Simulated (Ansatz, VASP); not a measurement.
## Two plane-wave programs on P

```
CELL_PARAMETERS angstrom
1.66126 -5.09576 0.00000
1.66126 5.09576 0.00000
0.00000 0.00000 4.16686
ATOMIC_POSITIONS crystal
P 0.10638 0.89362 0.92810
P 0.60638 0.39362 0.57190
P 0.89362 0.10638 0.07190
P 0.39362 0.60638 0.42810
```

Alike in both runs: task single point; functional PBE; dispersion D3(BJ); k mesh 16 × 16 × 12; occupations gaussian, width 0.15 eV; no spin polarisation.

|  | VASP | Ansatz |
| --- | --- | --- |
| version | VASP 6.6.1 | Ansatz 0.2.0 |
| potentials or method | VASP PAW PBE potentials, release 64 (P), cutoff 520 eV | scalar-relativistic, plane waves, PAW |
| valence electrons in the cell | 20 | 20 |

```tsv
	VASP	Ansatz	Ansatz less VASP
gap on the k mesh at the Fermi level (eV)	none	none	-
pressure (GPa)	-0.4	0.0	+0.35
rms of the force components (eV/Å)	0.035	0.003	-0.0321
```

Atom by atom the forces differ by 0.035 eV/Å (rms over components). A gap of «none» marks a metal or a gap that the smearing closes.
